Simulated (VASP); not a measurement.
## Al2Pt: single point with PBE

The system is Al2Pt.

```
CELL_PARAMETERS angstrom
0.00000 3.01296 3.01296
3.01296 0.00000 3.01296
3.01296 3.01296 0.00000
ATOMIC_POSITIONS crystal
Pt 0.00000 0.00000 0.00000
Al 0.75000 0.75000 0.75000
Al 0.25000 0.25000 0.25000
```

- Program: VASP 6.6.1
- Task: single point
- Functional: PBE
- Potentials or basis: VASP PAW PBE potentials, release 64 (Pt, Al)
- Cutoff: 520 eV
- k mesh: 8 × 8 × 8
- Occupations: fermi-dirac, width 0.05 eV
- Spin: no spin polarisation
- Dipole correction: no
- Further INCAR settings: ALGO = Normal; EDIFF = 1e-06; NBANDS = 15

| Property | Result |
| --- | --- |
| Pressure | -4.8 GPa |
| Band gap on the k mesh | zero (band 8 reaches 11.01 eV, above the bottom of band 9 at 5.74 eV) |

Levels at points of the mesh, in eV from the Fermi level:
| k point | band 6 | band 7 | band 8 | band 9 | band 10 | band 11 |
| --- | --- | --- | --- | --- | --- | --- |
| (0.00, 0.00, 0.00) | -3.42 | 2.55 | 3.81 | 3.81 | 3.81 | 5.12 |
| (0.50, 0.00, 0.00) | -3.23 | -3.23 | 1.05 | 1.05 | 3.68 | 4.88 |
| (0.50, 0.50, 0.00) | -3.20 | -2.98 | -1.46 | -1.46 | 2.79 | 3.33 |

Wall time 10 s on 1 thread of Intel(R) Xeon(R) Platinum 8559C (Emerald Rapids) (shared host), peak memory 0.18 GiB.

Caveat: spin-orbit coupling is left out, which moves the levels of the heavy elements.
